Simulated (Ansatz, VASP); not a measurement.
**One calculation of SiO2, two programs**

```xyz
6
Lattice="3.7926 0.0000 0.0000 0.0000 3.7926 0.0000 0.0000 0.0000 18.0000" Properties=species:S:1:pos:R:3 pbc="T T T"
Si    0.0000    0.0000    7.2709
Si    0.0000    0.0000   10.7063
O     0.0000    1.8963    7.2937
O     1.8963    0.0000    7.2937
O     0.0000    1.8963   10.7291
O     1.8963    0.0000   10.7291
```

Alike in both runs: task single point; functional PBE; dispersion D3(BJ); k mesh 4 × 4 × 1; occupations gaussian, width 0.1 eV; collinear spin.

|  | VASP | Ansatz |
| --- | --- | --- |
| version | VASP 6.6.1 | Ansatz 0.2.0 |
| potentials or method | VASP PAW PBE potentials, release 64 (Si, O), cutoff 520 eV | scalar-relativistic, plane waves, PAW |
| valence electrons in the cell | 32 | 32 |

|  | VASP | Ansatz | Ansatz less VASP |
| --- | --- | --- | --- |
| gap on the k mesh at the Fermi level (eV) | none | none | - |
| rms of the force components (eV/Å) | 0.095 | 0.095 | +0.0003 |
| net moment per atom (μB) | 0.00 | 0.00 | 0.000 |

Atom by atom the forces differ by 0.001 eV/Å (rms over components). A gap of «none» marks a metal or a gap that the smearing closes. Ansatz's warnings: filled band counts differ across k points, seeded moment not kept, slab cell height set.

The k mesh is coarse, so the values compare programs but aren't converged.
